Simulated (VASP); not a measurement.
# Pb (Im-3m) in VASP: further runs

Pb is run at these levels: RPBE, PBE, LDA, PBEsol-based screened hybrid with 25 % exact exchange; tasks: relaxation of cell and atoms, single point.

Everything below comes from runs of VASP 6.6.1. Logs are shortened: lines on timing, memory, paths and dates and some standing lists are left out, and cuts for length are marked.

## (1) The cell of the first run

The structure is cubic, space group Im-3m (No. 229). Conventional cell: a = 3.959 Å, b = 3.959 Å, c = 3.959 Å, α = 90.00°, β = 90.00°, γ = 90.00°. Pb (site symmetry m-3m) has 14 Pb at 3.43 to 3.96 Å within 4.5 Å.

This isn't the form of Pb at room conditions, which is fcc.

## (2) Relaxation of cell and atoms, RPBE

Input file INCAR:

```
ALGO = Normal
EDIFF = 1E-7
EDIFFG = -0.01
ENCUT = 600
GGA = RP
IBRION = 2
ISIF = 3
ISMEAR = -1
LASPH = T
LCHARG = F
LREAL = F
LWAVE = F
NELM = 100
NSW = 60
PREC = Accurate
SIGMA = 0.05
```

Input file KPOINTS:

```
k-points
0
Gamma
  9 9 9
```

Input file POSCAR:

```
Pb
1.0
   -1.9796595667      1.9796595667      1.9796595667
    1.9796595667     -1.9796595667      1.9796595667
    1.9796595667      1.9796595667     -1.9796595667
Pb
1
Direct
    0.0000000000      0.0000000000      0.0000000000
```

Potentials or basis: VASP PAW PBE potentials, release 64 (Pb_d).

Started as:

```bash
$ cat potpaw_PBE.64/Pb_d/POTCAR > POTCAR
$ mpirun -np 1 vasp_std > vasp.out
```

OUTCAR:

```text
EDIFF = 1E-7
   EDIFFG = -0.01
   ENCUT = 600
   GGA = RP
   IBRION = 2
   ISIF = 3
   ISMEAR = -1
   LASPH = T
   LREAL = F
   NELM = 100
   NSW = 60
   PREC = Accurate

 ion  position               nearest neighbor table
   1  0.000  0.000  0.000-

  LATTYP: Found a body centered cubic cell.
 ALAT       =     3.9593191334

  Lattice vectors:

 A1 = (  -1.9796595667,   1.9796595667,   1.9796595667)
 A2 = (   1.9796595667,  -1.9796595667,   1.9796595667)
 A3 = (   1.9796595667,   1.9796595667,  -1.9796595667)

Analysis of symmetry for initial positions (statically):
=====================================================================
 Subroutine PRICEL returns:
 Original cell was already a primitive cell.

 Routine SETGRP: Setting up the symmetry group for a
 body centered cubic supercell.

 Subroutine GETGRP returns: Found 48 space group operations
 (whereof 48 operations were pure point group operations)
 out of a pool of 48 trial point group operations.

The static configuration has the point symmetry O_h .

Analysis of symmetry for dynamics (positions and initial velocities):
=====================================================================
 Subroutine PRICEL returns:
 Original cell was already a primitive cell.

 Routine SETGRP: Setting up the symmetry group for a
 body centered cubic supercell.

 Subroutine GETGRP returns: Found 48 space group operations
 (whereof 48 operations were pure point group operations)
 out of a pool of 48 trial point group operations.

The dynamic configuration has the point symmetry O_h .

 Subroutine INISYM returns: Found 48 space group operations
 (whereof 48 operations are pure point group operations),
 and found     1 'primitive' translations

----------------------------------------------------------------------------------------

                                     Primitive cell

  volume of cell :      31.0336

  direct lattice vectors                    reciprocal lattice vectors
    -1.979659567  1.979659567  1.979659567     0.000000000  0.252568678  0.252568678
     1.979659567 -1.979659567  1.979659567     0.252568678  0.000000000  0.252568678
     1.979659567  1.979659567 -1.979659567     0.252568678  0.252568678  0.000000000

  length of vectors
[... 90 lines left out ...]
   PSTRESS=    0.0 pullay stress
   NELECT =      14.0000    total number of electrons
   NUPDOWN=      -1.0000    fix difference up-down
   EMIN   =  10.00;   EMAX   =-10.00  energy-range for DOS
   EFERMI =   0.00;   METHOD = LEGACY
   ISMEAR =    -1;   SIGMA  =   0.05  broadening in eV -4-tet -1-fermi 0-gaus
   EFERMI_NEDOS =   21; number of points for ismear=-14 and -15
   IALGO  =     38    algorithm
   IMIX   =      4    mixing-type and parameters
     AMIX     =   0.40;   BMIX     =  1.00
     AMIX_MAG =   1.60;   BMIX_MAG =  1.00
  volume/ion in A,a.u.               =      31.03       209.42
  Fermi-wavevector in a.u.,A,eV,Ry     =   1.255568  2.372680 21.448927  1.576452
  Thomas-Fermi vector in A             =   2.389319
   LORBIT       =      0    0 simple, 1 ext, 2 COOP (PROOUT), +10 PAW based schemes
   GGA     = RP    functional components
   LHFCALC =     F    Hartree Fock is set to
   AEXX    =    0.0000 exact exchange contribution
   IVDW    =     0    specifies the selected vdW correction
   LEPSILON=     F    determine dielectric tensor
   LRPA    =     F    only Hartree local field effects (RPA)
 conjugate gradient relaxation of ions
 non-spin polarized calculation
  energy-cutoff  :      600.00
  volume of cell :       31.03
 maximum number of plane-waves:      1055
   NGX = 13   NGY = 13   NGZ = 13

--------------------------------------- Ionic step        1  -------------------------------------------

 number of electron      14.0000002 magnetization

 Free energy of the ion-electron system (eV)
  ---------------------------------------------------
  ext. energy  EPLUGINS =         0.00000000
  ---------------------------------------------------
  free energy    TOTEN  =        -3.10609168 eV

  energy without entropy =       -3.10069621  energy(sigma->0) =       -3.10339394

------------------------ aborting loop because EDIFF is reached ----------------------------------------

  FORCE on cell =-STRESS in cart. coord.  units (eV):
  Direction    XX          YY          ZZ          XY          YZ          ZX
  --------------------------------------------------------------------------------------
  -------------------------------------------------------------------------------------
  Total        0.4549232      0.4549232      0.4549232     -0.0000000      0.0000000      0.0000000
  in kB       23.4864382     23.4864382     23.4864382     -0.0000000      0.0000000      0.0000000
  external PRESSURE =      23.4864382 kB  Pullay stress =       0.0000000 kB
[... 57 lines left out ...]
--------------------------------------- Ionic step        3  -------------------------------------------

 number of electron      13.9999998 magnetization

 Free energy of the ion-electron system (eV)
  ---------------------------------------------------
  ext. energy  EPLUGINS =         0.00000000
  ---------------------------------------------------
  free energy    TOTEN  =        -3.11952476 eV

  energy without entropy =       -3.11043559  energy(sigma->0) =       -3.11498018

 E-fermi :   6.5248     XC(G=0):  -9.6880

 val. band max:        6.4736732511   @ k =   0.3333   0.2222   0.0000
 cond. band min:       6.5575529582   @ k =  -0.2222   0.3333   0.1111
 fundamental gap:      0.0838797070
 Fermi energy:         6.5247947133

 k-point     1 :       0.0000    0.0000    0.0000
  band No.  band energies     occupation
      1     -10.6514      2.00000
      2     -10.6514      2.00000
      3     -10.6514      2.00000
      4     -10.4653      2.00000
      5     -10.4653      2.00000
      6      -4.7092      2.00000
      7      13.4418      0.00000
      8      13.4418      0.00000
      9      13.4418      0.00000
     10      17.0734      0.00000
     11      17.4432      0.00000
[... 309 lines left out ...]
 k-point    24 :      -0.4444   -0.4444    0.1111
  band No.  band energies     occupation
      1     -10.6460      2.00000
      2     -10.6016      2.00000
      3     -10.5272      2.00000
      4     -10.4783      2.00000
      5     -10.3710      2.00000
      6      -0.9018      2.00000
      7       3.5569      2.00000
      8       7.1665      0.00001
      9      10.7507      0.00000
     10      14.9227      0.00000
     11      16.2994      0.00000

 [... further k-points ...]
[... 5 lines left out ...]
  --------------------------------------------------------------------------------------
  -------------------------------------------------------------------------------------
  Total        0.0006912      0.0006912      0.0006912     -0.0000000      0.0000000      0.0000000
  in kB        0.0335490      0.0335490      0.0335490     -0.0000000      0.0000000      0.0000000
  external PRESSURE =       0.0335490 kB  Pullay stress =       0.0000000 kB
[... 16 lines left out ...]
  FREE ENERGIE OF THE ION-ELECTRON SYSTEM (eV)
  ---------------------------------------------------
  free  energy   TOTEN  =        -3.1195247557 eV

  energy  without entropy=       -3.1104355945  energy(sigma->0) =       -3.11498018

 reached required accuracy - stopping structural energy minimisation
```

OSZICAR:

```text
N       E                     dE             d eps       ncg     rms          rms(c)
DAV:   1     0.109538759618E+03    0.10954E+03   -0.79799E+03   770   0.167E+03
DAV:   2     0.191183026757E+01   -0.10763E+03   -0.10548E+03   779   0.345E+02
DAV:   3    -0.299573383381E+01   -0.49076E+01   -0.48582E+01   942   0.845E+01
[... 22 lines left out ...]
DAV:   2    -0.311977371389E+01    0.17828E-02   -0.34323E-03   878   0.128E+00    0.833E-02
DAV:   3    -0.311951735934E+01    0.25635E-03   -0.10316E-03   938   0.668E-01    0.663E-03
DAV:   4    -0.311952005484E+01   -0.26955E-05   -0.12767E-05   800   0.412E-02    0.384E-03
DAV:   5    -0.311952468326E+01   -0.46284E-05   -0.66785E-06   809   0.246E-02    0.226E-03
DAV:   6    -0.311952475569E+01   -0.72434E-07   -0.49838E-07   928   0.135E-02
   3 F= -.31195248E+01 E0= -.31149802E+01  d E =-.134331E-01
```

CONTCAR:

```text
Pb
   1.00000000000000
    -2.0207665090769558    2.0207665090769558    2.0207665090769558
     2.0207665090769558   -2.0207665090769558    2.0207665090769558
     2.0207665090769558    2.0207665090769558   -2.0207665090769558
  Pb
     1
Direct
     0.0000000000000000    0.0000000000000000    0.0000000000000000

  0.00000000E+00  0.00000000E+00  0.00000000E+00
```

Run time: 36 s. Hardware: 1 thread of Intel Xeon 8259CL, shared host; peak memory 0.17 GiB.

What came out:

```
Free energy                           : -3.1195 eV
Relaxed volume                        : 33.01 Å³/atom
Relaxed cell                          : a = 3.500 Å, b = 3.500 Å, c = 3.500 Å, α = 109.47°, β = 109.47°, γ = 109.47°
Space group after relaxing (to 0.1 Å) : Im-3m (No. 229)
Energy gained by relaxing             : 13.4 meV/atom
Ionic steps                           : 3
Pressure after relaxing               : 0.0 GPa
Band gap on the k mesh                : zero (bands 7 and 8 overlap by 8.79 eV)
```

The path:
```tsv
step	energy change (eV)	largest force (eV/Å)	pressure (GPa)	volume (Å³)
1	0.0000	0.0000	2.35	31.03
2	-0.0134	0.0000	-0.10	33.12
3	-0.0134	0.0000	0.00	33.01
```

Final structure:
```
CELL_PARAMETERS angstrom
-2.02077 2.02077 2.02077
2.02077 -2.02077 2.02077
2.02077 2.02077 -2.02077
ATOMIC_POSITIONS crystal
Pb 0.00000 0.00000 0.00000
```

Caveat: the PAW data sets were made with another functional, which shifts forces and pressure a little; spin-orbit coupling is left out, which moves the levels of the heavy elements.

## (3) Single point, PBE, non-collinear spin, zero start, spin-orbit coupling

Input file INCAR:

```
  ALGO = Normal
  EDIFF = 1E-6
  ENCUT = 520
  GGA = PE
  GGA_COMPAT = False
  ISIF = 2
  ISMEAR = -1
  LASPH = True
  LCHARG = True
  LORBIT = 11
  LORBMOM = True
  LREAL = False
  LSORBIT = True
  LVHAR = True
  LWAVE = False
  MAGMOM = 0 0 0
  NBANDS = 25
  NELM = 150
  PREC = Accurate
  SIGMA = 0.05
```

Input file KPOINTS:

```
k-points
0
Gamma
  7 7 7
```

POSCAR is that of step 2.

Potentials or basis: VASP PAW PBE potentials, release 64 (Pb_d).

Started as:

```bash
$ cat potpaw_PBE.64/Pb_d/POTCAR > POTCAR
$ mpirun -np 1 vasp_ncl > vasp.out
```

Wall time 54 s (1 thread of Intel Xeon 8259CL, shared host); peak memory 0.24 GiB.

The run converged. Its results:

```yaml
Free_energy: -4.0832 eV
Pressure: 1.2 GPa
Net_moment: 0.00 μB per cell
Valence_electrons_inside_the_program's_atomic_spheres: Pb 11.96
```

Moments on the atoms (μB; x, y, z):
```
Pb  0.00 0.00 0.00
```

## (4) Single point, LDA, non-collinear spin, zero start, spin-orbit coupling

Input file INCAR:

```
SYSTEM = Pb
  PREC = Accurate
  ENCUT = 520
  EDIFF = 1E-6
  ISMEAR = -1
  SIGMA = 0.05
  LREAL = .False.
  LASPH = .True.
  NELM = 150
  ALGO = Normal
  ISIF = 2
  LWAVE = .False.
  LCHARG = .False.
  MAGMOM = 0 0 0
  LORBIT = 11
  LSORBIT = .True.
  GGA_COMPAT = .False.
  LORBMOM = .True.
  GGA = CA
  NBANDS = 25
```

Input file KPOINTS:

```
regular mesh
0
Gamma
  7 7 7
  0 0 0
```

POSCAR is that of step 3.

Potentials or basis: VASP PAW LDA potentials, release 64 (Pb_d).

Started as:

```bash
$ cat potpaw_LDA.64/Pb_d/POTCAR > POTCAR
$ mpirun -np 1 vasp_ncl > vasp.out
```

Wall time 47 s (1 thread of Intel Xeon 8259CL, shared host); peak memory 0.21 GiB.

Results (log left out):

| Property | Result |
| --- | --- |
| Free energy | -4.7755 eV |
| Pressure | -3.0 GPa |
| Net moment | 0.00 μB per cell |
| Valence electrons inside the program's atomic spheres | Pb 11.96 |

Moments on the atoms (μB; x, y, z):
```
Pb  0.00 0.00 0.00
```

Caveat: the cell stands under tension.

## (5) Single point, PBEsol-based screened hybrid with 25 % exact exchange

POSCAR is that of step 4.

Input file INCAR.step1:

```
SYSTEM = Pb
ALGO = Normal ; EDIFF = 1E-5
ENCUT = 520 ; GGA = PE
ISIF = 2 ; ISMEAR = -1
LASPH = .True. ; LREAL = .False.
LWAVE = .True. ; NBANDS = 13
NELM = 100 ; PREC = Accurate
SIGMA = 0.05
```

Input file INCAR.step2:

```
SYSTEM = Pb
AEXX = 0.25 ; ALGO = Normal
EDIFF = 1E-6 ; ENCUT = 520
GGA = PS ; HFSCREEN = 0.207
ISIF = 2 ; ISMEAR = -1
ISTART = 1 ; LASPH = .True.
LCHARG = .True. ; LELF = .True.
LHFCALC = .True. ; LREAL = .False.
LVHAR = .True. ; LWAVE = .False.
NBANDS = 13 ; NELM = 100
PREC = Accurate ; PRECFOCK = Normal
SIGMA = 0.05
```

Input file KPOINTS:

```
k-points
0
Gamma
  5 5 5
  0 0 0
```

Potentials or basis: VASP PAW PBE potentials, release 64 (Pb_d).

Started as:

```bash
$ cat potpaw_PBE.64/Pb_d/POTCAR > POTCAR
$ cp INCAR.step1 INCAR
$ mpirun -np 1 vasp_std > vasp.out
$ cp INCAR.step2 INCAR
$ mpirun -np 1 vasp_std > vasp.out
```

OUTCAR:

```text
SYSTEM = Pb
   AEXX = 0.25
   EDIFF = 1E-6
   ENCUT = 520
   GGA = PS
   HFSCREEN = 0.207
   ISIF = 2
   ISMEAR = -1
   ISTART = 1
   LASPH = .True.
   LHFCALC = .True.
   LREAL = .False.
   NELM = 100
   PREC = Accurate
   PRECFOCK = Normal

 ion  position               nearest neighbor table
   1  0.000  0.000  0.000-

  LATTYP: Found a body centered cubic cell.
 ALAT       =     3.9593191334

  Lattice vectors:

 A1 = (  -1.9796595667,   1.9796595667,   1.9796595667)
 A2 = (   1.9796595667,  -1.9796595667,   1.9796595667)
 A3 = (   1.9796595667,   1.9796595667,  -1.9796595667)

Analysis of symmetry for initial positions (statically):
=====================================================================
 Subroutine PRICEL returns:
 Original cell was already a primitive cell.

 Routine SETGRP: Setting up the symmetry group for a
 body centered cubic supercell.

 Subroutine GETGRP returns: Found 48 space group operations
 (whereof 48 operations were pure point group operations)
 out of a pool of 48 trial point group operations.

The static configuration has the point symmetry O_h .
[... 160 lines left out ...]
  band No.  band energies     occupation
      1     -12.1087      2.00000
      2     -12.1087      2.00000
      3     -12.1087      2.00000
      4     -11.8728      2.00000
      5     -11.8728      2.00000
      6      -6.0916      2.00000
      7      15.0341      0.00000
      8      15.0341      0.00000
      9      15.0341      0.00000
     10      18.6774      0.00000
     11      18.6774      0.00000
     12      18.6774      0.00000
     13      19.2193      0.00000
[... 130 lines left out ...]
  band No.  band energies     occupation
      1     -12.1365      2.00000
      2     -12.1106      2.00000
      3     -11.8070      2.00000
      4     -11.8070      2.00000
      5     -11.7934      2.00000
      6       0.0728      2.00000
      7       6.2263      2.00000
      8       6.9475      1.57281
      9       6.9475      1.57280
     10      11.9977      0.00000
     11      14.0168      0.00000
     12      23.6019      0.00000
     13      24.9692      0.00000

------------------------ aborting loop because EDIFF is reached ----------------------------------------

  FORCE on cell =-STRESS in cart. coord.  units (eV):
  Direction    XX          YY          ZZ          XY          YZ          ZX
  --------------------------------------------------------------------------------------
  -------------------------------------------------------------------------------------
  Total       -0.0471531     -0.0471531     -0.0471531      0.0000000      0.0000000     -0.0000000
  in kB       -2.4343860     -2.4343860     -2.4343860      0.0000000      0.0000000     -0.0000000
  external PRESSURE =      -2.4343860 kB  Pullay stress =       0.0000000 kB

 VOLUME and BASIS-vectors are now :
 -----------------------------------------------------------------------------
  energy-cutoff  :      520.00
  volume of cell :       31.03
      direct lattice vectors                 reciprocal lattice vectors
    -1.979659567  1.979659567  1.979659567     0.000000000  0.252568678  0.252568678
     1.979659567 -1.979659567  1.979659567     0.252568678  0.000000000  0.252568678
     1.979659567  1.979659567 -1.979659567     0.252568678  0.252568678  0.000000000

 POSITION                                       TOTAL-FORCE (eV/Angst)
 -----------------------------------------------------------------------------------
      0.00000      0.00000      0.00000        -0.000000      0.000000     -0.000000
 -----------------------------------------------------------------------------------
    total drift:                                0.000002      0.000001     -0.000002

  FREE ENERGIE OF THE ION-ELECTRON SYSTEM (eV)
  ---------------------------------------------------
  free  energy   TOTEN  =        -4.2746348261 eV

  energy  without entropy=       -4.2648935783  energy(sigma->0) =       -4.26976420
```

OSZICAR.step1:

```text
N       E                     dE             d eps       ncg     rms          rms(c)
DAV:   1     0.106233863192E+03    0.10623E+03   -0.68281E+03   260   0.125E+03
DAV:   2     0.230019051145E+01   -0.10393E+03   -0.99730E+02   270   0.315E+02
DAV:   3    -0.332822054113E+01   -0.56284E+01   -0.56078E+01   330   0.775E+01
DAV:   4    -0.346419482731E+01   -0.13597E+00   -0.13593E+00   308   0.126E+01
DAV:   5    -0.347038815131E+01   -0.61933E-02   -0.61931E-02   358   0.253E+00    0.506E-01
DAV:   6    -0.346307053268E+01    0.73176E-02   -0.10451E-02   328   0.182E+00    0.246E-01
DAV:   7    -0.346146798327E+01    0.16025E-02   -0.43911E-03   325   0.108E+00    0.773E-02
DAV:   8    -0.346144900148E+01    0.18982E-04   -0.31825E-04   335   0.262E-01    0.822E-03
DAV:   9    -0.346144683864E+01    0.21628E-05   -0.44361E-06   170   0.351E-02
   1 F= -.34614468E+01 E0= -.34537293E+01  d E =-.154351E-01
```

Run time: 5.2 min. Hardware: 1 thread of Intel Xeon Platinum 8375C at 2.90GHz (Ice Lake), shared host; peak memory 0.26 GiB.

What came out:

- Free energy: -4.2746 eV
- Pressure: -0.2 GPa
- Band gap on the k mesh: zero (bands 7 and 8 overlap by 10.03 eV)

Caveat: the k points lie up to 0.45 Å⁻¹ apart, too coarse for converged energies and pressures of a metal; the PAW data sets were made with another functional, which shifts forces and pressure a little; spin-orbit coupling is left out, which moves the levels of the heavy elements.

## (6) Summary

```tsv
task	level	potentials or basis	spin	cell	k mesh	cutoff (eV)	grid for exact exchange (PRECFOCK)	share of exact exchange	screening parameter	gap on the mesh (eV)	pressure (GPa)	moment (μB)
relaxation of cell and atoms	RPBE	VASP PAW PBE potentials, release 64 (Pb_d)	off	relaxed	9 × 9 × 9	600	-	-	-	none	0.0	-
single point	PBE	VASP PAW PBE potentials, release 64 (Pb_d)	non-collinear, zero start, SOC	as given	7 × 7 × 7	520	-	-	-	-	1.2	0.00
single point	LDA	VASP PAW LDA potentials, release 64 (Pb_d)	non-collinear, zero start, SOC	as given	7 × 7 × 7	520	-	-	-	-	-3.0	0.00
single point	PBEsol-based screened hybrid with 25 % exact exchange	VASP PAW PBE potentials, release 64 (Pb_d)	off	as given	5 × 5 × 5	520	Normal	0.25	0.207 1/Å	none	-0.2	-
```

Alike in all rows: smearing fermi-dirac 0.05 eV.

Caveats: some runs use coarse meshes; the PAW data sets were made with another functional, which shifts forces and pressure a little (at least some runs); spin-orbit coupling is left out, which moves the levels of the heavy elements (at least some runs); the cell stands under tension (at least some runs).

Total energies depend on the potentials used, so only differences within one code and one set of settings carry meaning.
